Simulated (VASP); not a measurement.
# TlRh2 (Fm-3m) in VASP: a series of runs

Runs on TlRh2. Level: PBE. Tasks: single point, relaxation of cell and atoms.

All numbers are computed with VASP 6.6.1; they aren't measurements. Logs are shortened: lines on timing, memory, paths and dates and some standing lists are left out, and cuts for length are marked.

## Step 1: The cell of the first run

It takes space group Fm-3m (No. 225, cubic). The conventional cell has a = 6.214 Å, b = 6.214 Å, c = 6.214 Å, α = 90.00°, β = 90.00°, γ = 90.00°. Tl (site symmetry m-3m) has 8 Rh at 2.69 Å within 3.5 Å. Rh (site symmetry -43m) has 4 Tl at 2.69 Å and 6 Rh at 3.11 Å within 3.5 Å.

## Step 2: Single point, PBE

INCAR reads:

```
SYSTEM = TlRh2
ALGO = Fast ; EDIFF = 1E-6
ENCUT = 520 ; GGA = PE
ISIF = 2 ; ISMEAR = 0
LASPH = .TRUE. ; LCHARG = .TRUE.
LELF = .TRUE. ; LREAL = .FALSE.
LVHAR = .TRUE. ; LWAVE = .FALSE.
NBANDS = 28 ; NELM = 80
PREC = Accurate ; SIGMA = 0.1
```

KPOINTS reads:

```
k-points
0
G
  14 14 14
  0 0 0
```

POSCAR reads:

```
TlRh2
1.0
    0.0000000000      3.1068712831      3.1068712831
    3.1068712831      0.0000000000      3.1068712831
    3.1068712831      3.1068712831      0.0000000000
Tl Rh
1 2
Direct
    0.0000000000      0.0000000000      0.0000000000
    0.2500000000      0.2500000000      0.2500000000
    0.7500000000      0.7500000000      0.7500000000
```

Potentials or basis: VASP PAW PBE potentials, release 64 (Tl_d, Rh_pv).

Run with:

```
> cat potpaw_PBE.64/Tl_d/POTCAR potpaw_PBE.64/Rh_pv/POTCAR > POTCAR
> mpirun -np 1 vasp_std > vasp.out
```

OUTCAR:

```text
SYSTEM = TlRh2
   EDIFF = 1E-6
   ENCUT = 520
   GGA = PE
   ISIF = 2
   ISMEAR = 0
   LASPH = .TRUE.
   LREAL = .FALSE.
   NELM = 80
   PREC = Accurate

 ion  position               nearest neighbor table
   1  0.000  0.000  0.000-   3 2.69   3 2.69   3 2.69   2 2.69   3 2.69   2 2.69   2 2.69   2 2.69

   2  0.250  0.250  0.250-   1 2.69   1 2.69   1 2.69   1 2.69   3 3.11   3 3.11   3 3.11   3 3.11
                             3 3.11   3 3.11
   3  0.750  0.750  0.750-   1 2.69   1 2.69   1 2.69   1 2.69   2 3.11   2 3.11   2 3.11   2 3.11
                             2 3.11   2 3.11

  LATTYP: Found a face centered cubic cell.
 ALAT       =     6.2137425662

  Lattice vectors:

 A1 = (   0.0000000000,   3.1068712831,   3.1068712831)
 A2 = (   3.1068712831,   0.0000000000,   3.1068712831)
 A3 = (   3.1068712831,   3.1068712831,   0.0000000000)

Analysis of symmetry for initial positions (statically):
=====================================================================
 Subroutine PRICEL returns:
 Original cell was already a primitive cell.

 Routine SETGRP: Setting up the symmetry group for a
 face centered cubic supercell.

 Subroutine GETGRP returns: Found 48 space group operations
 (whereof 48 operations were pure point group operations)
 out of a pool of 48 trial point group operations.

The static configuration has the point symmetry O_h .

Analysis of symmetry for dynamics (positions and initial velocities):
=====================================================================
 Subroutine PRICEL returns:
 Original cell was already a primitive cell.

 Routine SETGRP: Setting up the symmetry group for a
 face centered cubic supercell.

 Subroutine GETGRP returns: Found 48 space group operations
 (whereof 48 operations were pure point group operations)
 out of a pool of 48 trial point group operations.

The dynamic configuration has the point symmetry O_h .

 Subroutine INISYM returns: Found 48 space group operations
 (whereof 48 operations are pure point group operations),
 and found     1 'primitive' translations

----------------------------------------------------------------------------------------

                                     Primitive cell

  volume of cell :      59.9791

  direct lattice vectors                    reciprocal lattice vectors
     0.000000000  3.106871283  3.106871283    -0.160933606  0.160933606  0.160933606
     3.106871283  0.000000000  3.106871283     0.160933606 -0.160933606  0.160933606
     3.106871283  3.106871283  0.000000000     0.160933606  0.160933606 -0.160933606

  length of vectors
     4.393779505  4.393779505  4.393779505     0.278745183  0.278745183  0.278745183

  position of ions in fractional coordinates (direct lattice)
     0.000000000  0.000000000  0.000000000
     0.250000000  0.250000000  0.250000000
     0.750000000  0.750000000  0.750000000

  ion indices of the primitive-cell ions
   primitive index   ion index
                 1           1
                 2           2
                 3           3

----------------------------------------------------------------------------------------

 KPOINTS: k-points

Automatic generation of k-mesh.
 Grid dimensions read from file:
 generate k-points for:   14   14   14

 Generating k-lattice:

  Cartesian coordinates                     Fractional coordinates (reciprocal lattice)
    -0.011495258  0.011495258  0.011495258     0.071428571  0.000000000  0.000000000
     0.011495258 -0.011495258  0.011495258     0.000000000  0.071428571  0.000000000
     0.011495258  0.011495258 -0.011495258     0.000000000  0.000000000  0.071428571

  Length of vectors
     0.019910370  0.019910370  0.019910370

  Shift w.r.t. Gamma in fractional coordinates (k-lattice)
     0.000000000  0.000000000  0.000000000

 Subroutine IBZKPT returns following result:
 ===========================================

 Found    104 irreducible k-points:

 Following reciprocal coordinates:
            Coordinates               Weight
  0.000000  0.000000  0.000000      1.000000
  0.071429  0.000000  0.000000      8.000000
  0.142857  0.000000  0.000000      8.000000
  0.214286  0.000000  0.000000      8.000000
  0.285714  0.000000  0.000000      8.000000
  0.357143  0.000000  0.000000      8.000000
[... 16 lines left out ...]
  0.214286  0.142857  0.000000     24.000000
  0.285714  0.142857  0.000000     24.000000
 [... further k-points ...]
   k-points           NKPTS =    104   k-points in BZ     NKDIM =    104   number of bands    NBANDS=     28
   number of dos      NEDOS =    301   number of ions     NIONS =      3
   total plane-waves  NPLWV =  46656
   dimension x,y,z NGX =    36 NGY =   36 NGZ =   36
   dimension x,y,z NGXF=    72 NGYF=   72 NGZF=   72
   ions per type =               1   2
   NGX,Y,Z   is equivalent  to a cutoff of  13.62, 13.62, 13.62 a.u.
   NGXF,Y,Z  is equivalent  to a cutoff of  27.24, 27.24, 27.24 a.u.
 SYSTEM =  TlRh2
   PREC   = accura    normal or accurate (medium, high low for compatibility)
   ISTART =      0    job   : 0-new  1-cont  2-samecut
   ICHARG =      2    charge: 1-file 2-atom 10-const
   ISPIN  =      1    spin polarized calculation?
   LNONCOLLINEAR =      F non collinear calculations
   LSORBIT =      F    spin-orbit coupling
   LASPH  =      T    aspherical Exc in radial PAW
   ENCUT  =  520.0 eV  38.22 Ry    6.18 a.u.   8.17  8.17  8.17*2*pi/ulx,y,z
   NELM   =     80;   NELMIN=  2; NELMDL= -5     # of ELM steps
   EDIFF  = 0.1E-05   stopping-criterion for ELM
   LREAL  =      F    real-space projection
   EDIFFG = 0.1E-04   stopping-criterion for IOM
   NSW    =      0    number of steps for IOM
   IBRION =     -1    ionic relax: 0-MD 1-quasi-New 2-CG
   NFREE  =      0    steps in history (QN), initial steepest desc. (CG)
   ISIF   =      2    stress and relaxation
   ISYM   =      2    0-nonsym 1-usesym 2-fastsym
   POTIM  = 0.5000    time-step for ionic-motion
   TEBEG  =    0.0;   TEEND  =   0.0 temperature during run
   PSTRESS=    0.0 pullay stress
   NELECT =      43.0000    total number of electrons
   NUPDOWN=      -1.0000    fix difference up-down
   EMIN   =  10.00;   EMAX   =-10.00  energy-range for DOS
   EFERMI =   0.00;   METHOD = LEGACY
   ISMEAR =     0;   SIGMA  =   0.10  broadening in eV -4-tet -1-fermi 0-gaus
   EFERMI_NEDOS =   21; number of points for ismear=-14 and -15
   IALGO  =     68    algorithm
   IMIX   =      4    mixing-type and parameters
     AMIX     =   0.40;   BMIX     =  1.00
     AMIX_MAG =   1.60;   BMIX_MAG =  1.00
  volume/ion in A,a.u.               =      19.99       134.92
  Fermi-wavevector in a.u.,A,eV,Ry     =   1.465203  2.768832 29.209247  2.146819
  Thomas-Fermi vector in A             =   2.581088
   LORBIT       =      0    0 simple, 1 ext, 2 COOP (PROOUT), +10 PAW based schemes
   GGA     = PE    functional components
   LHFCALC =     F    Hartree Fock is set to
   AEXX    =    0.0000 exact exchange contribution
   IVDW    =     0    specifies the selected vdW correction
   LEPSILON=     F    determine dielectric tensor
   LRPA    =     F    only Hartree local field effects (RPA)
 non-spin polarized calculation
 RMM-DIIS sequential band-by-band and
 Gauss-broadening in eV      SIGMA  =   0.10
  energy-cutoff  :      520.00
  volume of cell :       59.98
 maximum number of plane-waves:      1639
 NGX is ok and might be reduce to    36
   NGX = 17   NGY = 17   NGZ = 17

 number of electron      43.0000008 magnetization

 Free energy of the ion-electron system (eV)
  ---------------------------------------------------
  ext. energy  EPLUGINS =         0.00000000
  ---------------------------------------------------
  free energy    TOTEN  =       -14.72939296 eV

  energy without entropy =      -14.70745112  energy(sigma->0) =      -14.71842204

 E-fermi :   7.2024     XC(G=0): -11.6302

 val. band max:        7.1944222588   @ k =   0.1429   0.0714   0.0000
 cond. band min:       7.2054670964   @ k =   0.2143   0.2143   0.0000
 fundamental gap:      0.0110448376
 Fermi energy:         7.2023742761

 k-point     1 :       0.0000    0.0000    0.0000
  band No.  band energies     occupation
      1     -38.0990      2.00000
      2     -38.0990      2.00000
      3     -38.0990      2.00000
      4     -38.0274      2.00000
      5     -38.0274      2.00000
      6     -38.0274      2.00000
[... 20 lines left out ...]
     27      15.0920      0.00000
     28      15.0920      0.00000

 k-point     2 :       0.0714    0.0000    0.0000
  band No.  band energies     occupation
      1     -38.0981      2.00000
      2     -38.0981      2.00000
      3     -38.0981      2.00000
      4     -38.0285      2.00000
      5     -38.0283      2.00000
      6     -38.0283      2.00000
[... 20 lines left out ...]
     27      15.3713      0.00000
     28      15.3946      0.00000

 k-point     3 :       0.1429    0.0000    0.0000
  band No.  band energies     occupation
      1     -38.0955      2.00000
      2     -38.0955      2.00000
      3     -38.0954      2.00000
      4     -38.0317      2.00000
      5     -38.0310      2.00000
      6     -38.0310      2.00000
[... 20 lines left out ...]
     27      15.7473      0.00000
     28      15.7544      0.00000

 k-point     4 :       0.2143    0.0000    0.0000
  band No.  band energies     occupation
      1     -38.0913      2.00000
      2     -38.0913      2.00000
      3     -38.0912      2.00000
      4     -38.0365      2.00000
      5     -38.0353      2.00000
      6     -38.0353      2.00000
[... 20 lines left out ...]
     27      15.9871      0.00000
     28      15.9883      0.00000

 k-point     5 :       0.2857    0.0000    0.0000
  band No.  band energies     occupation
      1     -38.0857      2.00000
      2     -38.0857      2.00000
      3     -38.0857      2.00000
      4     -38.0427      2.00000
      5     -38.0410      2.00000
      6     -38.0410      2.00000
[... 20 lines left out ...]
     27      16.0693      0.00000
     28      16.1570      0.00000

 k-point     6 :       0.3571    0.0000    0.0000
  band No.  band energies     occupation
      1     -38.0794      2.00000
      2     -38.0789      2.00000
      3     -38.0789      2.00000
      4     -38.0498      2.00000
      5     -38.0479      2.00000
      6     -38.0479      2.00000
[... 463 lines left out ...]
      5     -38.0313      2.00000
      6     -38.0268      2.00000
[... 20 lines left out ...]
     27      14.9308      0.00000
     28      15.8954      0.00000

 k-point    22 :       0.1429    0.1429    0.0000
  band No.  band energies     occupation
      1     -38.1002      2.00000
      2     -38.1002      2.00000
      3     -38.0830      2.00000
      4     -38.0442      2.00000
      5     -38.0263      2.00000
      6     -38.0263      2.00000
[... 20 lines left out ...]
     27      14.5266      0.00000
     28      16.8563      0.00000

 k-point    23 :       0.2143    0.1429    0.0000
  band No.  band energies     occupation
      1     -38.0999      2.00000
      2     -38.0999      2.00000
      3     -38.0752      2.00000
      4     -38.0525      2.00000
      5     -38.0268      2.00000
      6     -38.0267      2.00000
[... 20 lines left out ...]
     27      14.4241      0.00000
     28      16.9930      0.00000

 k-point    24 :       0.2857    0.1429    0.0000
  band No.  band energies     occupation
      1     -38.0978      2.00000
      2     -38.0977      2.00000
      3     -38.0667      2.00000
      4     -38.0613      2.00000
      5     -38.0292      2.00000
      6     -38.0290      2.00000
[... 20 lines left out ...]
     27      15.1203      0.00000
     28      16.8015      0.00000

 [... further k-points ...]
[... 5 lines left out ...]
  --------------------------------------------------------------------------------------
  -------------------------------------------------------------------------------------
  Total        0.0311605      0.0311605      0.0311605     -0.0000000     -0.0000000     -0.0000000
  in kB        0.8323666      0.8323666      0.8323666     -0.0000000     -0.0000000     -0.0000000
  external PRESSURE =       0.8323666 kB  Pullay stress =       0.0000000 kB

 VOLUME and BASIS-vectors are now :
 -----------------------------------------------------------------------------
  energy-cutoff  :      520.00
  volume of cell :       59.98
      direct lattice vectors                 reciprocal lattice vectors
     0.000000000  3.106871283  3.106871283    -0.160933606  0.160933606  0.160933606
     3.106871283  0.000000000  3.106871283     0.160933606 -0.160933606  0.160933606
     3.106871283  3.106871283  0.000000000     0.160933606  0.160933606 -0.160933606

 POSITION                                       TOTAL-FORCE (eV/Angst)
 -----------------------------------------------------------------------------------
      0.00000      0.00000      0.00000         0.000000     -0.000000     -0.000000
      1.55344      1.55344      1.55344        -0.000000     -0.000000     -0.000000
      4.66031      4.66031      4.66031         0.000000      0.000000      0.000000
 -----------------------------------------------------------------------------------
    total drift:                                0.000000      0.000000      0.000000

  FREE ENERGIE OF THE ION-ELECTRON SYSTEM (eV)
  ---------------------------------------------------
  free  energy   TOTEN  =       -14.7293929639 eV

  energy  without entropy=      -14.7074511231  energy(sigma->0) =      -14.71842204
```

Run time: 74 s. Hardware: 1 thread of Intel Xeon 6975P-C (Granite Rapids), shared host; peak memory 0.31 GiB.

What came out:

```yaml
Free_energy: -14.7294 eV
Pressure: 0.1 GPa
```

Caveat: spin-orbit coupling is left out, which moves the levels of the heavy elements.

## Step 3: Relaxation of cell and atoms, PBE

INCAR reads:

```
PREC = Accurate ; ENCUT = 600
EDIFF = 1E-7 ; ISMEAR = 0
SIGMA = 0.1 ; LREAL = False
LASPH = True ; NELM = 100
ALGO = Fast ; ISIF = 3
LWAVE = False ; LCHARG = False
GGA = PE ; IBRION = 2
NSW = 100 ; EDIFFG = -0.01
```

KPOINTS reads:

```
Automatic mesh
0
Gamma
  14 14 14
```

POSCAR is that of step 2.

Potentials or basis: VASP PAW PBE potentials, release 64 (Tl_d, Rh_pv).

Run with:

```
> cat potpaw_PBE.64/Tl_d/POTCAR potpaw_PBE.64/Rh_pv/POTCAR > POTCAR
> mpirun -np 1 vasp_std > vasp.out
```

Run time: 3.8 min. Hardware: 1 thread of Oxide Virtual Turin-like, shared host; peak memory 0.29 GiB.

The run converged. Its results:

* Free energy: -14.7294 eV
* Pressure after relaxing: 0.1 GPa

Final structure:
```
CELL_PARAMETERS angstrom
0.00000 3.10687 3.10687
3.10687 0.00000 3.10687
3.10687 3.10687 0.00000
ATOMIC_POSITIONS crystal
Tl 0.00000 0.00000 0.00000
Rh 0.25000 0.25000 0.25000
Rh 0.75000 0.75000 0.75000
```

Levels at points of the mesh, in eV from the Fermi level:
```
           k point  band 18  band 19  band 20  band 21  band 22  band 23  band 24  band 25
(0.00, 0.00, 0.00)     0.04     0.04     0.04     0.69     0.69     5.23     7.35     7.36
(0.50, 0.00, 0.00)    -1.10    -1.10    -0.95    -0.63    -0.63     0.10     5.90     5.90
(0.50, 0.50, 0.00)    -1.20    -0.44    -0.44    -0.12     0.63     1.37     1.37     1.72
```

Caveat: the relaxation stopped at its first step, so nothing moved; spin-orbit coupling is left out, which moves the levels of the heavy elements.
